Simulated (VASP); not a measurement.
# AlN (R3m) in VASP: further runs, part 2 of 2

VASP 6.6.1. The steps go on from the part before.

## Step 5: Single point, PBE (epitaxial 111 strain -2.0%)

File INCAR:

```
SYSTEM = AlN
PREC     = Accurate       ! precision mode
ENCUT    = 520            ! plane-wave cutoff, eV
EDIFF    = 1E-7           ! SCF threshold, eV
ISMEAR   = 0              ! smearing method
SIGMA    = 0.01           ! smearing width, eV
LREAL    = .FALSE.        ! projectors in reciprocal space
LASPH    = .TRUE.         ! aspherical terms in the spheres
NELM     = 80             ! most SCF steps
ALGO     = Normal         ! electronic algorithm
ISIF     = 2              ! what is computed and relaxed
LWAVE    = .FALSE.        ! write WAVECAR
LCHARG   = .TRUE.         ! write CHGCAR
GGA      = PE             ! functional
LELF     = .TRUE.         ! ELF
LVHAR    = .TRUE.       
NBANDS   = 11             ! bands
```

File KPOINTS:

```
regular mesh
0
G
  6 6 6
  0 0 0
```

File POSCAR:

```
AlN
1.0
    0.0391562402      2.1803351244      2.1803351244
    2.1803351244      0.0391562402      2.1803351244
    2.1803351244      2.1803351244      0.0391562402
Al N
1 1
Direct
    0.0012889231      0.0012889231      0.0012889231
    0.2487110769      0.2487110769      0.2487110769
```

Potentials or basis: VASP PAW PBE potentials, release 64 (Al, N).

Command:

```bash
> cat potpaw_PBE.64/Al/POTCAR potpaw_PBE.64/N/POTCAR > POTCAR
> mpirun -np 1 vasp_std > vasp.out
```

OUTCAR:

```text
SYSTEM = AlN
   PREC = Accurate
   ENCUT = 520
   EDIFF = 1E-7
   ISMEAR = 0
   LREAL = .FALSE.
   LASPH = .TRUE.
   NELM = 80
   ISIF = 2
   GGA = PE

 ion  position               nearest neighbor table
   1  0.001  0.001  0.001-   2 1.87   2 1.87   2 1.87   2 1.89
   2  0.249  0.249  0.249-   1 1.87   1 1.87   1 1.87   1 1.89

  LATTYP: Found a trigonal (rhomboedric) cell.
 ALAT       =     3.0837081121
 COS(alpha) =     0.5178753050

  Lattice vectors:

 A1 = (   0.0391562402,   2.1803351244,   2.1803351244)
 A2 = (   2.1803351244,   0.0391562402,   2.1803351244)
 A3 = (   2.1803351244,   2.1803351244,   0.0391562402)

Analysis of symmetry for initial positions (statically):
=====================================================================
 Subroutine PRICEL returns:
 Original cell was already a primitive cell.

 Routine SETGRP: Setting up the symmetry group for a
 trigonal (rhombohedral) supercell.

 Subroutine GETGRP returns: Found  6 space group operations
 (whereof  6 operations were pure point group operations)
 out of a pool of 12 trial point group operations.

The static configuration has the point symmetry C_3v.

Analysis of symmetry for dynamics (positions and initial velocities):
=====================================================================
 Subroutine PRICEL returns:
 Original cell was already a primitive cell.

 Routine SETGRP: Setting up the symmetry group for a
 trigonal (rhombohedral) supercell.

 Subroutine GETGRP returns: Found  6 space group operations
 (whereof  6 operations were pure point group operations)
 out of a pool of 12 trial point group operations.

The dynamic configuration has the point symmetry C_3v.

 Subroutine INISYM returns: Found  6 space group operations
 (whereof  6 operations are pure point group operations),
 and found     1 'primitive' translations

----------------------------------------------------------------------------------------

                                     Primitive cell

[... 113 lines left out ...]
  Thomas-Fermi vector in A             =   2.338565
   LORBIT       =      0    0 simple, 1 ext, 2 COOP (PROOUT), +10 PAW based schemes
   GGA     = PE    functional components
   LHFCALC =     F    Hartree Fock is set to
   AEXX    =    0.0000 exact exchange contribution
   IVDW    =     0    specifies the selected vdW correction
   LEPSILON=     F    determine dielectric tensor
   LRPA    =     F    only Hartree local field effects (RPA)
 non-spin polarized calculation
 Gauss-broadening in eV      SIGMA  =   0.01
  energy-cutoff  :      520.00
  volume of cell :       20.17
 maximum number of plane-waves:       556
   NGX = 11   NGY = 11   NGZ = 11

 number of electron       7.9999999 magnetization

 Free energy of the ion-electron system (eV)
  ---------------------------------------------------
  ext. energy  EPLUGINS =         0.00000000
  ---------------------------------------------------
  free energy    TOTEN  =       -14.79260227 eV

  energy without entropy =      -14.79260227  energy(sigma->0) =      -14.79260227

 E-fermi :   6.4560     XC(G=0): -11.0757

 val. band max:        6.3705138831   @ k =   0.0000   0.0000   0.0000
 cond. band min:       9.6028415079   @ k =   0.5000   0.5000   0.0000
 fundamental gap:      3.2323276248
 Fermi energy:         6.4560345868

 k-point     1 :       0.0000    0.0000    0.0000
  band No.  band energies     occupation
      1      -8.8882      2.00000
      2       6.1171      2.00000
      3       6.3705      2.00000
      4       6.3705      2.00000
      5      10.7431      0.00000
      6      18.7087      0.00000
      7      19.4131      0.00000
      8      19.4131      0.00000
      9      24.2228      0.00000
     10      24.2228      0.00000
     11      25.5570      0.00000
[... 309 lines left out ...]
 k-point    24 :      -0.3333    0.5000    0.1667
  band No.  band energies     occupation
      1      -6.0286      2.00000
      2       1.8898      2.00000
      3       3.4193      2.00000
      4       3.7465      2.00000
      5      11.5801      0.00000
      6      16.8322      0.00000
      7      19.4716      0.00000
      8      19.8524      0.00000
      9      23.2798      0.00000
     10      26.9019      0.00000
     11      31.3985      0.00000

 [... further k-points ...]
[... 5 lines left out ...]
  --------------------------------------------------------------------------------------
  -------------------------------------------------------------------------------------
  Total        1.4950974      1.4950974      1.4950974     -0.4523100     -0.4523100     -0.4523100
  in kB      118.7513683    118.7513683    118.7513683    -35.9257077    -35.9257077    -35.9257077
  external PRESSURE =     118.7513683 kB  Pullay stress =       0.0000000 kB

 VOLUME and BASIS-vectors are now :
 -----------------------------------------------------------------------------
  energy-cutoff  :      520.00
  volume of cell :       20.17
      direct lattice vectors                 reciprocal lattice vectors
     0.039156240  2.180335124  2.180335124    -0.235594397  0.231438044  0.231438044
     2.180335124  0.039156240  2.180335124     0.231438044 -0.235594397  0.231438044
     2.180335124  2.180335124  0.039156240     0.231438044  0.231438044 -0.235594397

 POSITION                                       TOTAL-FORCE (eV/Angst)
 -----------------------------------------------------------------------------------
      0.00567      0.00567      0.00567         0.010833      0.010833      0.010833
      1.09429      1.09429      1.09429        -0.010833     -0.010833     -0.010833
 -----------------------------------------------------------------------------------
    total drift:                                0.000101      0.000101      0.000101

  FREE ENERGIE OF THE ION-ELECTRON SYSTEM (eV)
  ---------------------------------------------------
  free  energy   TOTEN  =       -14.7926022705 eV

  energy  without entropy=      -14.7926022705  energy(sigma->0) =      -14.79260227
```

stdout:

```text
POSCAR found type information on POSCAR AlN
 POSCAR found :  2 types and       2 ions
 scaLAPACK will be used
 LDA part: xc-table for (Slater+PW92), standard interpolation
 POSCAR, INCAR and KPOINTS ok, starting setup
 FFT: planning ... GRIDC
 FFT: planning ... GRID_SOFT
 FFT: planning ... GRID
 WAVECAR not read
 entering main loop
```

Run time: 5.7 s. Hardware: 1 thread of Intel Xeon Platinum 8259CL at 2.50GHz (Skylake/Cascade Lake), shared host; peak memory 0.13 GiB.

Results:

```
Free energy            : -14.7926 eV
Pressure               : 11.9 GPa
Largest force          : 0.019 eV/Å
Band gap on the k mesh : 3.23 eV, indirect (least direct gap 4.37 eV)
```

Forces on the atoms (eV/Å):
```
Al   0.011  0.011  0.011
N   -0.011 -0.011 -0.011
```

Caveat: the k points lie up to 0.42 Å⁻¹ apart; the cell differs from its parent crystal (epitaxial 111 strain -2.0%). A k mesh can miss the band edges.

## Step 6: Single point, PBE (epitaxial 111 strain -1.0%)

File INCAR:

```
SYSTEM = AlN
PREC = Accurate ; ENCUT = 520
EDIFF = 1E-6 ; ISMEAR = 0
SIGMA = 0.01 ; LREAL = .FALSE.
LASPH = .TRUE. ; NELM = 100
ALGO = Normal ; ISIF = 2
LWAVE = .FALSE. ; LCHARG = .FALSE.
GGA = PE ; NBANDS = 11
```

KPOINTS is that of step 5.

File POSCAR:

```
AlN
1.0
    0.0195401572      2.1825678056      2.1825678056
    2.1825678056      0.0195401572      2.1825678056
    2.1825678056      2.1825678056      0.0195401572
Al N
1 1
Direct
    0.0006142246      0.0006142246      0.0006142246
    0.2493857754      0.2493857754      0.2493857754
```

Potentials or basis: VASP PAW PBE potentials, release 64 (Al, N).

Command:

```bash
> cat potpaw_PBE.64/Al/POTCAR potpaw_PBE.64/N/POTCAR > POTCAR
> mpirun -np 1 vasp_std > vasp.out
```

Wall time 5.2 s (1 thread of Intel Xeon Platinum 8259CL at 2.50GHz (Skylake/Cascade Lake), shared host); peak memory 0.13 GiB.

It converged, with:

| Property | Result |
| --- | --- |
| Free energy | -14.8230 eV |
| Pressure | 8.0 GPa |
| Largest force | 0.011 eV/Å |
| Band gap on the k mesh | 3.28 eV, indirect (least direct gap 4.29 eV) |

Forces on the atoms (eV/Å):
```
Al   0.007  0.007  0.007
N   -0.007 -0.007 -0.007
```

Stress tensor (GPa, compression positive):
```
 7.96 -1.74 -1.74
-1.74  7.96 -1.74
-1.74 -1.74  7.96
```

Levels at points of the mesh, in eV from the valence-band top:
```csv
k point,band 2,band 3,band 4,band 5,band 6,band 7
"(0.00, 0.00, 0.00)",-0.12,0.00,0.00,4.29,12.44,12.79
"(0.50, 0.00, 0.00)",-5.94,-0.57,-0.51,7.44,9.92,11.08
"(0.50, 0.50, 0.00)",-4.99,-1.90,-1.76,3.28,8.67,14.12
"(0.50, 0.50, 0.50)",-6.02,-0.45,-0.45,7.59,9.92,11.35
```

Caveat: the cell differs from its parent crystal (epitaxial 111 strain -1.0%).

## Step 7: Overview

| level | cell | k mesh | gap on the mesh (eV) | pressure (GPa) | largest force (eV/Å) |
| --- | --- | --- | --- | --- | --- |
| r2SCAN | a = 3.101 Å, angles 61.7°, 2 atoms | 10 × 10 × 10 | 3.67 | -9.7 | - |
| PBE | a = 3.078 Å, angles 57.6°, 2 atoms | 6 × 6 × 6 | 3.10 | 20.6 | 0.05 |
| PBE | a = 3.081 Å, angles 58.2°, 2 atoms | 6 × 6 × 6 | 3.17 | 16.1 | 0.04 |
| PBE | a = 3.084 Å, angles 58.8°, 2 atoms | 6 × 6 × 6 | 3.23 | 11.9 | 0.02 |
| PBE | a = 3.087 Å, angles 59.4°, 2 atoms | 6 × 6 × 6 | 3.28 | 8.0 | 0.01 |

Alike in all rows: task single point; potentials or basis VASP PAW PBE potentials, release 64 (Al, N); no spin polarisation; cutoff (eV) 520; smearing gaussian 0.01 eV.

Caveats: some runs use coarse meshes; the PAW data sets were made with another functional, which shifts forces and pressure a little (some runs).

Total energies depend on the potentials used, so only differences within one code and one set of settings carry meaning.
